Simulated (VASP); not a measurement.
Wanted: the native input for a VASP 6.6.1 run.

```yaml
Task: single point
Functional: PBEsol
Potentials_or_basis: VASP PAW PBE potentials, release 64 (Ru_pv)
Cutoff: 520 eV
k_mesh: 11 × 11 × 6
Occupations: fermi-dirac, width 0.05 eV
Spin: no spin polarisation
Dipole_correction: no
Further_INCAR_settings: ALGO = Normal; EDIFF = 1e-06; NBANDS = 21
```

The structure of Ru lies in POSCAR:

```
Ru
1.0
    2.6505640930      0.0000000000      0.0000000000
   -1.3252820465      2.2954558389      0.0000000000
    0.0000000000      0.0000000000      4.1944897589
Ru
2
Direct
    0.6666666667      0.3333333333      0.7500000000
    0.3333333333      0.6666666667      0.2500000000
```

This cell differs from its parent crystal: volume scaled by 0.94.

The input as run:

INCAR

```
ALGO = Normal
EDIFF = 1E-6
ENCUT = 520
GGA = PS
ISIF = 2
ISMEAR = -1
LASPH = True
LCHARG = False
LREAL = False
LWAVE = False
NBANDS = 21
NELM = 80
PREC = Accurate
SIGMA = 0.05
```

KPOINTS

```
k-points
0
Gamma
  11 11 6
```

Potentials or basis: VASP PAW PBE potentials, release 64 (Ru_pv).

Launch:

```sh
$ cat potpaw_PBE.64/Ru_pv/POTCAR > POTCAR
$ mpirun -np 1 vasp_std > vasp.out
```

It gave:

| Property | Result |
| --- | --- |
| Pressure | 16.7 GPa |
| Band gap on the k mesh | zero (band 14 reaches 15.53 eV, above the bottom of band 15 at 12.14 eV) |

Caveat: the PAW data sets were made with another functional, which shifts forces and pressure a little.

Wall time 9.9 s on 1 thread of Intel(R) Xeon(R) 6975P-C (Granite Rapids) (shared host), peak memory 0.15 GiB.
